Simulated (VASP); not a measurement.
# HPt2 (I4/mmm) in VASP: further runs, part 2 of 2

VASP 6.6.1. Earlier steps stand in the parts before.

**4. Relaxation of cell and atoms, PBE**

Input file INCAR:

```
SYSTEM = HPt2
ALGO = Normal ; EDIFF = 1E-6
EDIFFG = -0.04 ; ENCUT = 600
GGA = PE ; IBRION = 2
ISIF = 3 ; ISMEAR = 0
LASPH = .True. ; LCHARG = .False.
LREAL = .False. ; LWAVE = .False.
NELM = 60 ; NSW = 90
PREC = Accurate ; SIGMA = 0.1
```

Input file KPOINTS:

```
k-points
0
Gamma
  8 8 8
  0 0 0
```

Input file POSCAR:

```
HPt2
1.0
   -1.5307197691      1.5307197691      3.7550469337
    1.5307197691     -1.5307197691      3.7550469337
    1.5307197691      1.5307197691     -3.7550469337
H Pt
1 2
Direct
    0.0000000000      0.0000000000      0.0000000000
    0.6650000000      0.6650000000      0.0000000000
    0.3350000000      0.3350000000      0.0000000000
```

On the command line:

```
cat potpaw_PBE.64/H/POTCAR potpaw_PBE.64/Pt/POTCAR > POTCAR
mpirun -np 1 vasp_std > vasp.out
```

Run time: 5.9 min. Hardware: 1 thread of Intel Xeon 6975P-C (Granite Rapids), shared host; peak memory 0.23 GiB.

It converged, with:

```yaml
Free_energy: -14.4042 eV
Relaxed_volume: 11.79 Å³/atom
Relaxed_cell: a = 5.108 Å, b = 5.108 Å, c = 5.108 Å, α = 148.94°, β = 148.94°, γ = 44.50°
Space_group_after_relaxing_to_0.05_Å: I4/mmm (No. 139)
Energy_gained_by_relaxing: 580.2 meV/atom
Ionic_steps: 28
Pressure_after_relaxing: 0.1 GPa
Largest_force_after_relaxing: 0.011 eV/Å
```

Forces in eV/Å, atoms in the order of the input:
```
H    0.000  0.000  0.000
Pt   0.000  0.000 -0.011
Pt   0.000  0.000  0.011
```

Stress tensor (GPa, compression positive):
```
0.16 0.00 0.00
0.00 0.16 0.00
0.00 0.00 0.01
```

The path:
```
step  energy change (eV)  largest force (eV/Å)  pressure (GPa)  volume (Å³)
   1              0.0000                1.8518           31.52        35.19
   2              0.3026                0.9454          -21.06        48.31
   3             -0.4611                0.0000           -1.71        40.04
   4             -0.4623                0.0518           -0.80        39.83
   5             -0.4623                0.0762           -0.35        39.74
   6             -0.5457                0.7567           -3.03        39.93
   7             -0.8195                1.7352           -9.32        40.23
   8             -1.2056                1.3783          -12.89        39.73
   9             -1.1651                1.6960          -13.72        40.03
  10             -1.1878                1.6044          -13.67        39.94
  11             -1.2099                1.5489          -13.43        39.81
  12             -1.2508                1.3932          -12.55        39.46
  13             -1.2603                1.0570           -9.38        38.70
  14             -1.2690                1.2275          -11.28        39.10
  15             -1.3013                1.2820          -10.52        38.82
  16             -1.3910                1.4428           -8.00        38.00
  17             -1.5288                1.7281           -1.65        36.37
  18             -1.5154                1.8421           19.00        33.20
  19             -1.5799                1.9107            6.00        34.96
  20             -1.6529                1.4196            5.15        34.86
  21             -1.7057                0.0569            5.74        34.60
  22             -1.7114                0.4329            5.19        34.67
  23             -1.7117                0.3445            5.26        34.66
  24             -1.7298                0.2850            1.88        35.13
  25             -1.7352                0.2220           -1.74        35.69
  26             -1.7354                0.2315           -1.26        35.61
  27             -1.7383                0.1604           -0.84        35.53
  28             -1.7406                0.0109            0.11        35.36
```

Final structure:
```xyz
3
Lattice="-1.3675 1.3675 4.7273 1.3675 -1.3675 4.7273 1.3675 1.3675 -4.7273" Properties=species:S:1:pos:R:3 pbc="T T T"
H     0.0000    0.0000    0.0000
Pt    0.0000    0.0000    6.0424
Pt    0.0000    0.0000    3.4123
```

Levels at points of the mesh, in eV from the Fermi level:
```
           k point  band 9  band 10  band 11  band 12  band 13  band 14
(0.00, 0.00, 0.00)   -1.36    -1.36    -0.71    -0.03     4.12    10.22
(0.50, 0.00, 0.00)   -1.18    -0.41     0.93     1.63     2.80     5.14
(0.50, 0.50, 0.00)    0.96     1.05     1.12     2.32     5.99     7.29
(0.50, 0.50, 0.50)   -0.59    -0.16     0.06     0.06     6.44     9.52
```

Caveat: the k points lie up to 0.41 Å⁻¹ apart in the final cell; spin-orbit coupling is left out, which moves the levels of the heavy elements.

**5. Single point, PBE**

This run uses another cell than the first one, of 11.81 Å³/atom, 1.007 times its volume.

Input file INCAR:

```
PREC = Accurate
ENCUT = 520
EDIFF = 1E-6
ISMEAR = 0
SIGMA = 0.1
LREAL = False
LASPH = True
NELM = 100
ALGO = Normal
ISIF = 2
LWAVE = False
LCHARG = True
GGA = PE
LELF = True
LVHAR = True
NBANDS = 18
```

Input file KPOINTS:

```
Automatic mesh
0
Gamma
  24 24 24
```

Input file POSCAR:

```
HPt2
1.0
   -1.3629360517      1.3629360517      4.7686108480
    1.3629360517     -1.3629360517      4.7686108480
    1.3629360517      1.3629360517     -4.7686108480
H Pt
1 2
Direct
    0.0000000000      0.0000000000      0.0000000000
    0.6389175444      0.6389175444      0.0000000000
    0.3610824556      0.3610824556      0.0000000000
```

Potentials or basis: VASP PAW PBE potentials, release 64 (H, Pt).

On the command line:

```
cat potpaw_PBE.64/H/POTCAR potpaw_PBE.64/Pt/POTCAR > POTCAR
mpirun -np 1 vasp_std > vasp.out
```

OUTCAR:

```text
PREC = Accurate
   ENCUT = 520
   EDIFF = 1E-6
   ISMEAR = 0
   LREAL = False
   LASPH = True
   NELM = 100
   ISIF = 2
   GGA = PE

 ion  position               nearest neighbor table
   1  0.000  0.000  0.000-
   2  0.639  0.639  0.000-   3 2.65   3 2.86   3 2.86   3 2.86   3 2.86
   3  0.361  0.361  0.000-   2 2.65   2 2.86   2 2.86   2 2.86   2 2.86

  LATTYP: Found a body centered tetragonal cell.
 ALAT       =     2.7258721034
 C/A-ratio  =     3.4987781283

  Lattice vectors:

[... 676 lines left out ...]
      5       5.9967      2.00000
      6       6.6904      2.00000
[... 10 lines left out ...]
     17      24.6371      0.00000
     18      26.4369      0.00000

 [... further k-points ...]
[... 5 lines left out ...]
  --------------------------------------------------------------------------------------
  -------------------------------------------------------------------------------------
  Total       -0.0915532     -0.0915532     -0.0891468      0.0000000      0.0000000     -0.0000000
  in kB       -4.1398187     -4.1398187     -4.0310055      0.0000000      0.0000000     -0.0000000
  external PRESSURE =      -4.1035476 kB  Pullay stress =       0.0000000 kB

 VOLUME and BASIS-vectors are now :
 -----------------------------------------------------------------------------
  energy-cutoff  :      520.00
  volume of cell :       35.43
      direct lattice vectors                 reciprocal lattice vectors
    -1.362936052  1.362936052  4.768610848     0.000000000  0.366855070  0.104852339
     1.362936052 -1.362936052  4.768610848     0.366855070  0.000000000  0.104852339
     1.362936052  1.362936052 -4.768610848     0.366855070  0.366855070  0.000000000

 POSITION                                       TOTAL-FORCE (eV/Angst)
 -----------------------------------------------------------------------------------
      0.00000      0.00000      0.00000        -0.000000     -0.000000      0.000000
      0.00000      0.00000      6.09350         0.000000      0.000000     -0.004405
      0.00000      0.00000      3.44372         0.000000      0.000000      0.004405
 -----------------------------------------------------------------------------------
    total drift:                               -0.000000     -0.000000     -0.000000

  FREE ENERGIE OF THE ION-ELECTRON SYSTEM (eV)
  ---------------------------------------------------
  free  energy   TOTEN  =       -14.4324673377 eV

  energy  without entropy=      -14.4213100107  energy(sigma->0) =      -14.42688867
```

stdout:

```text
POSCAR found type information on POSCAR H Pt
 POSCAR found :  2 types and       3 ions
 scaLAPACK will be used
 LDA part: xc-table for (Slater+PW92), standard interpolation
 POSCAR, INCAR and KPOINTS ok, starting setup
 FFT: planning ... GRIDC
 FFT: planning ... GRID_SOFT
 FFT: planning ... GRID
 WAVECAR not read
 entering main loop
```

Wall time 8.8 min (1 thread of Intel Xeon 6975P-C (Granite Rapids), shared host); peak memory 0.73 GiB.

Results:

- Free energy: -14.4325 eV
- Pressure: -0.4 GPa
- Largest force: 0.004 eV/Å

Forces on the atoms (eV/Å):
```
H    0.000  0.000  0.000
Pt   0.000  0.000 -0.004
Pt   0.000  0.000  0.004
```

Caveat: spin-orbit coupling is left out, which moves the levels of the heavy elements.

**6. The runs side by side**

```tsv
task	cell	k mesh	cutoff (eV)	gap on the mesh (eV)	pressure (GPa)	largest force (eV/Å)
single point	a = 4.334 Å, angles 138.6, 138.6, 59.9°, 3 atoms	8 × 8 × 8	520	none	31.4	1.85
single point	a = 5.110 Å, angles 148.9, 148.9, 44.5°, 3 atoms	8 × 8 × 8	520	none	-0.2	0.01
relaxation of cell and atoms	relaxed from a = 4.334 Å, angles 138.6, 138.6, 59.9°, 3 atoms	8 × 8 × 8	600	none	0.1	0.01
single point	a = 5.143 Å, angles 149.3, 149.3, 44.0°, 3 atoms	24 × 24 × 24	520	none	-0.4	-
```

Alike in all rows: level PBE; potentials or basis VASP PAW PBE potentials, release 64 (H, Pt); no spin polarisation; smearing gaussian 0.1 eV.

Caveats: some runs use coarse meshes; spin-orbit coupling is left out, which moves the levels of the heavy elements; forces of over 1 eV/Å act on the atoms, so gaps and moduli don't describe the material at rest (some runs).

Total energies depend on the potentials used, so only differences within one code and one set of settings carry meaning.
